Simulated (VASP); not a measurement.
Here is a VASP 6.6.1 calculation.

INCAR

```
ALGO     = Normal         # electronic algorithm
EDIFF    = 1E-6           # SCF threshold, eV
ENCUT    = 520            # plane-wave cutoff, eV
GGA      = PE             # functional
ISIF     = 2              # what is computed and relaxed
ISMEAR   = -1             # smearing method
ISYM     = 0            
LASPH    = T              # aspherical terms in the spheres
LCHARG   = F              # write CHGCAR
LREAL    = Auto         
LWAVE    = F              # write WAVECAR
NBANDS   = 87             # bands
NELM     = 80             # most SCF steps
PREC     = Accurate       # precision mode
SIGMA    = 0.1172         # smearing width, eV
```

KPOINTS

```
k-points
0
Gamma
  1 1 1
```

Contents of POSCAR:

```
TiO2
1.0
    5.9678230000     -0.0646880000     -0.1248110000
   -0.0646880000      6.0763150000     -0.0548890000
   -0.1248110000     -0.0548890000      5.9604060000
Ti O
6 12
Direct
    0.9052794345      0.0636978989      0.9062978504
    0.5052116637      0.7511817580      0.6831396365
    0.9900427289      0.5165059004      0.7007718460
    0.7111742151      0.4765903925      0.1995830376
    0.1313904013      0.1462083579      0.3730739480
    0.4967626050     -0.0154983827      0.1211420408
    0.9110076630      0.8076959315      0.7711680042
    0.4702335382      0.3027609018      0.2374272090
    0.0793576815      0.1889733233      0.6774025575
    1.0482062957      0.4478369216      0.3832431879
    0.8264043585      1.0467304101      0.2073137870
    0.2969173925      0.5849019231      0.7528527819
    0.5738400468      0.0562233743      0.8378977195
    0.1755418742     -0.0193184127      0.0989776852
    0.6908368749      0.5878043109      0.5114557686
    0.3696534772     -0.0897555493      0.4544601874
    0.5923309742      0.6996337451      1.0412343753
    0.8409736435      0.3661469990      0.9337681366
```

Potentials or basis: VASP PAW PBE potentials, release 64 (Ti_sv, O).

The run is started by

```bash
$ cat potpaw_PBE.64/Ti_sv/POTCAR potpaw_PBE.64/O/POTCAR > POTCAR
$ mpirun -np 1 vasp_gam > vasp.out
```

(1) Estimate the largest force.

(2) Predict the pressure.

(3) Estimate the band gap on the k mesh.

Answers

(1) 4.765 eV/Å.

(2) 7.3 GPa.

(3) 2.51 eV.

Caveat: the k points lie up to 1.05 Å⁻¹ apart.
